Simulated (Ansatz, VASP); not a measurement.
One calculation of Ni, two programs

The input INCAR:

```
SYSTEM = Ni
  ALGO = Normal
  EDIFF = 1E-7
  ENCUT = 520
  GGA = PE
  ISIF = 2
  ISMEAR = 0
  ISPIN = 2
  LASPH = .True.
  LCHARG = .False.
  LMAXMIX = 4
  LORBIT = 11
  LREAL = .False.
  LWAVE = .False.
  MAGMOM = 2 2
  NBANDS = 21
  NELM = 150
  PREC = Accurate
  SIGMA = 0.1
```

File KPOINTS:

```
k-points
0
Gamma
  7 14 14
  0 0 0
```

Contents of POSCAR:

```
Ni
1.0
    0.0000000000      3.4500000000      3.4500000000
    1.7250000000      0.0000000000      1.7250000000
    1.7250000000      1.7250000000      0.0000000000
Ni
2
Direct
    0.0000000000      0.0000000000      0.0000000000
    0.5000000000      0.0000000000      0.0000000000
```

Input for Ansatz:

```yaml
crystal:
  lattice:
    - [0.0, 3.45, 3.45]
    - [1.725, 0.0, 1.725]
    - [1.725, 1.725, 0.0]
  atoms:
    - { symbol: Ni, position: [0.0, 0.0, 0.0], spin: 2.0 }
    - { symbol: Ni, position: [0.5, 0.0, 0.0], spin: 2.0 }
magnetization:
  spin_polarized: true
hamiltonian:
  xc: pbe
  pseudopotentials: { kind: paw }
basis:
  ecutwfc: 420
kpoints:
  mp_grid: { grid: [7, 14, 14] }
scf:
  occupations: { method: gaussian, width: 0.1 }
output:
  forces: true
  stress: true
```

Alike in both runs: task single point; functional PBE; k mesh 7 × 14 × 14; occupations gaussian, width 0.1 eV; collinear spin.

|  | VASP | Ansatz |
| --- | --- | --- |
| version | VASP 6.6.1 | Ansatz 0.2.0 |
| potentials or method | VASP PAW PBE potentials, release 64 (Ni), cutoff 520 eV | PAW, plane waves, scalar-relativistic |
| valence electrons in the cell | 20 | 36 |

Ansatz gave:

```
pressure (GPa)                                                : 13.3
net moment per atom (μB)                                      : 0.57
size of the moment on the site where the two differ most (μB) : 0.61
```

Task: Estimate VASP's values.

Result: Pressure (GPa): 13.0; net moment per atom (μB): 0.56; size of the moment on the site where the two differ most (μB): 0.57.

Site moments also hang on the region over which each program counts them. VASP's potentials hold 20 valence electrons a cell and Ansatz's 36, so a difference there can come from the potentials and not from the codes.
